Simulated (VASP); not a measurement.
# Lu (P6_3/mmc) in VASP: further runs

The runs below take Lu through single point, with LDA.

All numbers are computed with VASP 6.6.1; they aren't measurements. Logs are shortened: lines on timing, memory, paths and dates and some standing lists are left out, and cuts for length are marked.

## Step 1: The cell of the first run

Symmetry: P6_3/mmc, No. 194, hexagonal system. Conventional cell: a = 3.526 Å, b = 3.526 Å, c = 5.588 Å, α = 90.00°, β = 90.00°, γ = 120.00°. Lu (site symmetry -6m2) has 12 Lu at 3.46 to 3.53 Å within 4.5 Å.

## Step 2: Single point, LDA (30.09 Å³/atom)

Input file INCAR:

```
SYSTEM = Lu
PREC = Accurate ; ENCUT = 520
EDIFF = 1E-6 ; ISMEAR = -1
SIGMA = 0.05 ; LREAL = .FALSE.
LASPH = .TRUE. ; NELM = 60
ALGO = Normal ; ISIF = 2
LWAVE = .FALSE. ; LCHARG = .FALSE.
GGA = CA ; NBANDS = 32
```

Input file KPOINTS:

```
regular mesh
0
G
  9 9 5
  0 0 0
```

Input file POSCAR:

```
Lu
1.0
    3.5263000139      0.0000000000      0.0000000000
   -1.7631500069      3.0538653934      0.0000000000
    0.0000000000      0.0000000000      5.5876619985
Lu
2
Direct
    0.6666666667      0.3333333333      0.7500000000
    0.3333333333      0.6666666667      0.2500000000
```

Potentials or basis: VASP PAW PBE potentials, release 64 (Lu).

Run with:

```bash
$ cat potpaw_PBE.64/Lu/POTCAR > POTCAR
$ mpirun -np 1 vasp_std > vasp.out
```

OUTCAR:

```text
SYSTEM = Lu
   PREC = Accurate
   ENCUT = 520
   EDIFF = 1E-6
   ISMEAR = -1
   LREAL = .FALSE.
   LASPH = .TRUE.
   NELM = 60
   ISIF = 2
   GGA = CA

 ion  position               nearest neighbor table
   1  0.667  0.333  0.750-   2 3.46   2 3.46   2 3.46   2 3.46   2 3.46   2 3.46
   2  0.333  0.667  0.250-   1 3.46   1 3.46   1 3.46   1 3.46   1 3.46   1 3.46

  LATTYP: Found a hexagonal cell.
 ALAT       =     3.5263000139
 C/A-ratio  =     1.5845679541

  Lattice vectors:

 A1 = (   3.5263000139,   0.0000000000,   0.0000000000)
 A2 = (  -1.7631500069,   3.0538653934,   0.0000000000)
 A3 = (   0.0000000000,   0.0000000000,   5.5876619985)

Analysis of symmetry for initial positions (statically):
=====================================================================
 Subroutine PRICEL returns:
 Original cell was already a primitive cell.

 Routine SETGRP: Setting up the symmetry group for a
 hexagonal supercell.

 Subroutine GETGRP returns: Found 24 space group operations
 (whereof 12 operations were pure point group operations)
 out of a pool of 24 trial point group operations.

The static configuration has the point symmetry D_3d.
 The point group associated with its full space group is D_6h.

Analysis of symmetry for dynamics (positions and initial velocities):
=====================================================================
 Subroutine PRICEL returns:
 Original cell was already a primitive cell.

 Routine SETGRP: Setting up the symmetry group for a
 hexagonal supercell.

 Subroutine GETGRP returns: Found 24 space group operations
 (whereof 12 operations were pure point group operations)
 out of a pool of 24 trial point group operations.

The dynamic configuration has the point symmetry D_3d.
 The point group associated with its full space group is D_6h.

 Subroutine INISYM returns: Found 24 space group operations
 (whereof 12 operations are pure point group operations),
 and found     1 'primitive' translations

----------------------------------------------------------------------------------------

                                     Primitive cell

  volume of cell :      60.1727

  direct lattice vectors                    reciprocal lattice vectors
     3.526300014  0.000000000  0.000000000     0.283583358  0.163726928  0.000000000
    -1.763150007  3.053865393  0.000000000     0.000000000  0.327453856  0.000000000
     0.000000000  0.000000000  5.587661998     0.000000000  0.000000000  0.178965728

  length of vectors
     3.526300014  3.526300014  5.587661998     0.327453856  0.327453856  0.178965728

  position of ions in fractional coordinates (direct lattice)
     0.666666667  0.333333333  0.750000000
     0.333333333  0.666666667  0.250000000

  ion indices of the primitive-cell ions
   primitive index   ion index
                 1           1
                 2           2

----------------------------------------------------------------------------------------

 KPOINTS: regular mesh

Automatic generation of k-mesh.
 Grid dimensions read from file:
 generate k-points for:    9    9    5

 Generating k-lattice:

  Cartesian coordinates                     Fractional coordinates (reciprocal lattice)
     0.031509262  0.018191881  0.000000000     0.111111111 -0.000000000  0.000000000
     0.000000000  0.036383762  0.000000000     0.000000000  0.111111111  0.000000000
     0.000000000  0.000000000  0.035793146     0.000000000  0.000000000  0.200000000

  Length of vectors
     0.036383762  0.036383762  0.035793146

  Shift w.r.t. Gamma in fractional coordinates (k-lattice)
     0.000000000  0.000000000  0.000000000

 Subroutine IBZKPT returns following result:
 ===========================================

 Found     36 irreducible k-points:

 Following reciprocal coordinates:
            Coordinates               Weight
  0.000000  0.000000  0.000000      1.000000
  0.111111  0.000000  0.000000      6.000000
  0.222222  0.000000  0.000000      6.000000
  0.333333  0.000000  0.000000      6.000000
  0.444444  0.000000  0.000000      6.000000
  0.111111  0.111111  0.000000      6.000000
[... 16 lines left out ...]
  0.333333  0.222222  0.200000     24.000000
  0.333333  0.333333  0.200000      4.000000
 [... further k-points ...]
   k-points           NKPTS =     36   k-points in BZ     NKDIM =     36   number of bands    NBANDS=     32
   number of dos      NEDOS =    301   number of ions     NIONS =      2
   total plane-waves  NPLWV =  32928
   dimension x,y,z NGX =    28 NGY =   28 NGZ =   42
   dimension x,y,z NGXF=    56 NGYF=   56 NGZF=   84
   ions per type =               2
   NGX,Y,Z   is equivalent  to a cutoff of  13.20, 13.20, 12.50 a.u.
   NGXF,Y,Z  is equivalent  to a cutoff of  26.40, 26.40, 24.99 a.u.
 SYSTEM =  Lu
   PREC   = accura    normal or accurate (medium, high low for compatibility)
   ISTART =      0    job   : 0-new  1-cont  2-samecut
   ICHARG =      2    charge: 1-file 2-atom 10-const
   ISPIN  =      1    spin polarized calculation?
   LNONCOLLINEAR =      F non collinear calculations
   LSORBIT =      F    spin-orbit coupling
   LASPH  =      T    aspherical Exc in radial PAW
   ENCUT  =  520.0 eV  38.22 Ry    6.18 a.u.   6.56  6.56 10.39*2*pi/ulx,y,z
   NELM   =     60;   NELMIN=  2; NELMDL= -5     # of ELM steps
   EDIFF  = 0.1E-05   stopping-criterion for ELM
   LREAL  =      F    real-space projection
   EDIFFG = 0.1E-04   stopping-criterion for IOM
   NSW    =      0    number of steps for IOM
   IBRION =     -1    ionic relax: 0-MD 1-quasi-New 2-CG
   NFREE  =      0    steps in history (QN), initial steepest desc. (CG)
   ISIF   =      2    stress and relaxation
   ISYM   =      2    0-nonsym 1-usesym 2-fastsym
   POTIM  = 0.5000    time-step for ionic-motion
   TEBEG  =    0.0;   TEEND  =   0.0 temperature during run
   PSTRESS=    0.0 pullay stress
   NELECT =      50.0000    total number of electrons
   NUPDOWN=      -1.0000    fix difference up-down
   EMIN   =  10.00;   EMAX   =-10.00  energy-range for DOS
   EFERMI =   0.00;   METHOD = LEGACY
   ISMEAR =    -1;   SIGMA  =   0.05  broadening in eV -4-tet -1-fermi 0-gaus
   EFERMI_NEDOS =   21; number of points for ismear=-14 and -15
   IALGO  =     38    algorithm
   IMIX   =      4    mixing-type and parameters
     AMIX     =   0.40;   BMIX     =  1.00
     AMIX_MAG =   1.60;   BMIX_MAG =  1.00
  volume/ion in A,a.u.               =      30.09       203.03
  Fermi-wavevector in a.u.,A,eV,Ry     =   1.539094  2.908465 32.229611  2.368810
  Thomas-Fermi vector in A             =   2.645370
   LORBIT       =      0    0 simple, 1 ext, 2 COOP (PROOUT), +10 PAW based schemes
   GGA     = CA    functional components
   LHFCALC =     F    Hartree Fock is set to
   AEXX    =    0.0000 exact exchange contribution
   IVDW    =     0    specifies the selected vdW correction
   LEPSILON=     F    determine dielectric tensor
   LRPA    =     F    only Hartree local field effects (RPA)
 non-spin polarized calculation
  energy-cutoff  :      520.00
  volume of cell :       60.17
 maximum number of plane-waves:      1665
 NGX is ok and might be reduce to    28
   NGX = 13   NGY = 13   NGZ = 21

 number of electron      49.9999996 magnetization

 Free energy of the ion-electron system (eV)
  ---------------------------------------------------
  ext. energy  EPLUGINS =         0.00000000
  ---------------------------------------------------
  free energy    TOTEN  =       -10.23144076 eV

  energy without entropy =      -10.20003990  energy(sigma->0) =      -10.21574033

 E-fermi :   1.8104     XC(G=0): -10.8168

 val. band max:        1.8084323966   @ k =   0.3333   0.1111   0.2000
 cond. band min:       1.8126233971   @ k =   0.3333   0.0000   0.4000
 fundamental gap:      0.0041910006
 Fermi energy:         1.8104037573

 k-point     1 :       0.0000    0.0000    0.0000
  band No.  band energies     occupation
      1     -54.1885      2.00000
      2     -54.1585      2.00000
      3     -25.2827      2.00000
      4     -24.8941      2.00000
      5     -24.8941      2.00000
      6     -24.8213      2.00000
[... 24 lines left out ...]
     31       5.1151      0.00000
     32       5.1151      0.00000

 k-point     2 :       0.1111    0.0000    0.0000
  band No.  band energies     occupation
      1     -54.1859      2.00000
      2     -54.1575      2.00000
      3     -25.2650      2.00000
      4     -24.9308      2.00000
      5     -24.9064      2.00000
      6     -24.8598      2.00000
[... 24 lines left out ...]
     31       4.8037      0.00000
     32       4.8469      0.00000

 k-point     3 :       0.2222    0.0000    0.0000
  band No.  band energies     occupation
      1     -54.1792      2.00000
      2     -54.1553      2.00000
      3     -25.2160      2.00000
      4     -25.0240      2.00000
      5     -24.9543      2.00000
      6     -24.9363      2.00000
[... 24 lines left out ...]
     31       5.2324      0.00000
     32       5.5536      0.00000

 k-point     4 :       0.3333    0.0000    0.0000
  band No.  band energies     occupation
      1     -54.1708      2.00000
      2     -54.1535      2.00000
      3     -25.1489      2.00000
      4     -25.1304      2.00000
      5     -25.0567      2.00000
      6     -24.9688      2.00000
[... 24 lines left out ...]
     31       6.1785      0.00000
     32       6.6349      0.00000

 k-point     5 :       0.4444    0.0000    0.0000
  band No.  band energies     occupation
      1     -54.1644      2.00000
      2     -54.1533      2.00000
      3     -25.1999      2.00000
      4     -25.1212      2.00000
      5     -25.0890      2.00000
      6     -24.9893      2.00000
[... 584 lines left out ...]
     31       7.2131      0.00000
     32       7.7671      0.00000

 k-point    22 :       0.2222    0.2222    0.2000
  band No.  band energies     occupation
      1     -54.1653      2.00000
      2     -54.1545      2.00000
      3     -25.1699      2.00000
      4     -25.1313      2.00000
      5     -25.0231      2.00000
      6     -25.0076      2.00000
[... 24 lines left out ...]
     31       6.8781      0.00000
     32       7.0211      0.00000

 k-point    23 :       0.3333    0.2222    0.2000
  band No.  band energies     occupation
      1     -54.1601      2.00000
      2     -54.1546      2.00000
      3     -25.1827      2.00000
      4     -25.1409      2.00000
      5     -25.0688      2.00000
      6     -24.9910      2.00000
[... 24 lines left out ...]
     31       6.9148      0.00000
     32       7.2960      0.00000

 k-point    24 :       0.3333    0.3333    0.2000
  band No.  band energies     occupation
      1     -54.1565      2.00000
      2     -54.1565      2.00000
      3     -25.1366      2.00000
      4     -25.1299      2.00000
      5     -25.1299      2.00000
      6     -25.0130      2.00000
[... 24 lines left out ...]
     31       6.9611      0.00000
     32       6.9655      0.00000

 [... further k-points ...]

------------------------ aborting loop because EDIFF is reached ----------------------------------------

  FORCE on cell =-STRESS in cart. coord.  units (eV):
  Direction    XX          YY          ZZ          XY          YZ          ZX
  --------------------------------------------------------------------------------------
  -------------------------------------------------------------------------------------
  Total       -2.1194063     -2.1194063     -2.5613396     -0.0000000      0.0000000     -0.0000000
  in kB      -56.4320114    -56.4320114    -68.1990726     -0.0000000      0.0000000     -0.0000000
  external PRESSURE =     -60.3543651 kB  Pullay stress =       0.0000000 kB

 VOLUME and BASIS-vectors are now :
 -----------------------------------------------------------------------------
  energy-cutoff  :      520.00
  volume of cell :       60.17
      direct lattice vectors                 reciprocal lattice vectors
     3.526300014  0.000000000  0.000000000     0.283583358  0.163726928  0.000000000
    -1.763150007  3.053865393  0.000000000     0.000000000  0.327453856  0.000000000
     0.000000000  0.000000000  5.587661998     0.000000000  0.000000000  0.178965728

 POSITION                                       TOTAL-FORCE (eV/Angst)
 -----------------------------------------------------------------------------------
      1.76315      1.01796      4.19075        -0.000000      0.000000      0.000000
     -0.00000      2.03591      1.39692         0.000000     -0.000000      0.000000
 -----------------------------------------------------------------------------------
    total drift:                                0.000000     -0.000000      0.000000

  FREE ENERGIE OF THE ION-ELECTRON SYSTEM (eV)
  ---------------------------------------------------
  free  energy   TOTEN  =       -10.2314407551 eV

  energy  without entropy=      -10.2000398962  energy(sigma->0) =      -10.21574033
```

It took 1.8 min on 1 thread of Intel Xeon 8259CL, shared host; peak memory 0.2 GiB.

What came out:

| Item | Value |
| --- | --- |
| Free energy | -10.2314 eV |
| Pressure | -6.0 GPa |
| Band gap on the k mesh | zero (bands 25 and 26 overlap by 1.37 eV) |

Stress tensor (GPa, compression positive):
```
-5.64  0.00  0.00
 0.00 -5.64  0.00
 0.00  0.00 -6.82
```

Levels at points of the mesh, in eV from the Fermi level:
```csv
k point,band 21,band 22,band 23,band 24,band 25,band 26,band 27,band 28,band 29,band 30
"(0.00, 0.00, 0.00)",-5.03,-5.01,-5.01,-2.41,0.60,2.07,2.07,2.33,2.73,2.73
```

Caveat: the cell stands under tension; the PAW data sets were made with another functional, which shifts forces and pressure a little; spin-orbit coupling is left out, which moves the levels of the heavy elements.

## Step 3: Single point, LDA (30.68 Å³/atom)

This run uses another cell than the first one, of 30.68 Å³/atom.

Input file INCAR:

```
SYSTEM = Lu
ALGO = Fast ; EDIFF = 1E-6
ENCUT = 520 ; GGA = CA
ISIF = 2 ; ISMEAR = -1
LASPH = .TRUE. ; LCHARG = .FALSE.
LREAL = .FALSE. ; LWAVE = .FALSE.
NBANDS = 32 ; NELM = 60
PREC = Accurate ; SIGMA = 0.05
```

Input file KPOINTS:

```
k-points
0
G
  9 9 5
  0 0 0
```

Input file POSCAR:

```
Lu
1.0
    3.5491987075      0.0000000000      0.0000000000
   -1.7745993538      3.0736962438      0.0000000000
    0.0000000000      0.0000000000      5.6239465347
Lu
2
Direct
    0.6666666667      0.3333333333      0.7500000000
    0.3333333333      0.6666666667      0.2500000000
```

Potentials or basis: VASP PAW PBE potentials, release 64 (Lu).

Run with:

```bash
$ cat potpaw_PBE.64/Lu/POTCAR > POTCAR
$ mpirun -np 1 vasp_std > vasp.out
```

It took 4 min on 1 thread of Intel Xeon 8259CL, shared host; peak memory 0.2 GiB.

It converged, with:

```
Free energy            : -10.1851 eV
Pressure               : -6.7 GPa
Band gap on the k mesh : zero (bands 25 and 26 overlap by 1.35 eV)
```

Stress tensor (GPa, compression positive):
```
-6.34  0.00  0.00
 0.00 -6.34  0.00
 0.00  0.00 -7.45
```

Levels at points of the mesh, in eV from the Fermi level:
```
           k point  band 23  band 24  band 25  band 26  band 27  band 28
(0.00, 0.00, 0.00)    -5.05    -2.38     0.55     2.05     2.05     2.30
```

Caveat: the cell stands under tension; the PAW data sets were made with another functional, which shifts forces and pressure a little; spin-orbit coupling is left out, which moves the levels of the heavy elements.

## Step 4: Single point, LDA (31.27 Å³/atom)

This run uses another cell than the first one, of 31.27 Å³/atom.

Input file INCAR:

```
PREC = Accurate
ENCUT = 520
EDIFF = 1E-6
ISMEAR = -1
SIGMA = 0.05
LREAL = F
LASPH = T
NELM = 60
ALGO = Normal
ISIF = 2
LWAVE = F
LCHARG = F
GGA = CA
NBANDS = 32
```

Input file KPOINTS:

```
Automatic mesh
0
Gamma
  9 9 5
```

Input file POSCAR:

```
Lu
1.0
    3.5718056782      0.0000000000      0.0000000000
   -1.7859028391      3.0932744547      0.0000000000
    0.0000000000      0.0000000000      5.6597688160
Lu
2
Direct
    0.6666666667      0.3333333333      0.7500000000
    0.3333333333      0.6666666667      0.2500000000
```

Run with:

```bash
$ cat potpaw_PBE.64/Lu/POTCAR > POTCAR
$ mpirun -np 1 vasp_std > vasp.out
```

It took 1.7 min on 1 thread of Intel Xeon 8259CL, shared host; peak memory 0.2 GiB.

Results (log left out):

* Free energy: -10.1345 eV
* Pressure: -7.2 GPa
* Band gap on the k mesh: zero (bands 25 and 26 overlap by 1.32 eV)

Stress tensor (GPa, compression positive):
```
-6.83  0.00  0.00
 0.00 -6.83  0.00
 0.00  0.00 -7.88
```

Levels at points of the mesh, in eV from the Fermi level:
| k point | band 21 | band 22 | band 23 | band 24 | band 25 | band 26 | band 27 | band 28 | band 29 | band 30 |
| --- | --- | --- | --- | --- | --- | --- | --- | --- | --- | --- |
| (0.00, 0.00, 0.00) | -5.11 | -5.09 | -5.09 | -2.36 | 0.50 | 2.03 | 2.03 | 2.27 | 2.66 | 2.66 |

Caveat: the cell stands under tension; the PAW data sets were made with another functional, which shifts forces and pressure a little; spin-orbit coupling is left out, which moves the levels of the heavy elements.

## Step 5: The runs side by side

| cell | gap on the mesh (eV) | pressure (GPa) |
| --- | --- | --- |
| a = 3.526, b = 3.526, c = 5.588 Å, angles 90.0, 90.0, 120.0°, 2 atoms | none | -6.0 |
| a = 3.549, b = 3.549, c = 5.624 Å, angles 90.0, 90.0, 120.0°, 2 atoms | none | -6.7 |
| a = 3.572, b = 3.572, c = 5.660 Å, angles 90.0, 90.0, 120.0°, 2 atoms | none | -7.2 |

Alike in all rows: task single point; level LDA; potentials or basis VASP PAW PBE potentials, release 64 (Lu); no spin polarisation; k mesh 9 × 9 × 5; cutoff (eV) 520; smearing fermi-dirac 0.05 eV.

Caveats: the cell stands under tension; the PAW data sets were made with another functional, which shifts forces and pressure a little; spin-orbit coupling is left out, which moves the levels of the heavy elements.

Absolute energies hang on the potentials; compare differences alone.
